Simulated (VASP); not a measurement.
Wanted: the native input for a VASP 6.6.1 run.

- Task: single point
- Functional: PBEsol
- Potentials or basis: VASP PAW PBE potentials, release 64 (As_d)
- Cutoff: 510 eV
- k mesh: 7 × 7 × 7
- Occupations: fermi-dirac, width 0.05 eV
- Spin: no spin polarisation
- Dipole correction: no
- Further INCAR settings: ALGO = Normal; EDIFF = 1e-06; NBANDS = 22

The structure of As lies in POSCAR:

```
As
1.0
    1.8807968987      1.0858785957      3.5140619945
   -1.8807968987      1.0858785957      3.5140619945
    0.0000000000     -2.1717571915      3.5140619945
As
2
Direct
    0.2260000000      0.2260000000      0.2260000000
    0.7740000000      0.7740000000      0.7740000000
```

One way to write it, as run:

INCAR

```
SYSTEM = As
PREC = Accurate ; ENCUT = 510
EDIFF = 1E-6 ; ISMEAR = -1
SIGMA = 0.05 ; LREAL = .FALSE.
LASPH = .TRUE. ; NELM = 120
ALGO = Normal ; ISIF = 2
LWAVE = .FALSE. ; LCHARG = .TRUE.
GGA = PS ; LELF = .TRUE.
LVHAR = .TRUE. ; NBANDS = 22
GGA_COMPAT = .FALSE.
```

KPOINTS

```
Automatic mesh
0
G
  7 7 7
  0 0 0
```

Potentials or basis: VASP PAW PBE potentials, release 64 (As_d).

The run is started by

```console
$ cat potpaw_PBE.64/As_d/POTCAR > POTCAR
$ mpirun -np 1 vasp_std > vasp.out
```

Results of the run:

```yaml
Pressure: 0.4 GPa
Largest_force: 0.342 eV/Å
Band_gap_on_the_k_mesh: zero (bands 15 and 16 overlap by 0.03 eV)
```

Caveat: the PAW data sets were made with another functional, which shifts forces and pressure a little.

It took 25 s on 1 thread of AMD EPYC 7R13 Processor (Zen 3) (shared host), peak memory 0.15 GiB.
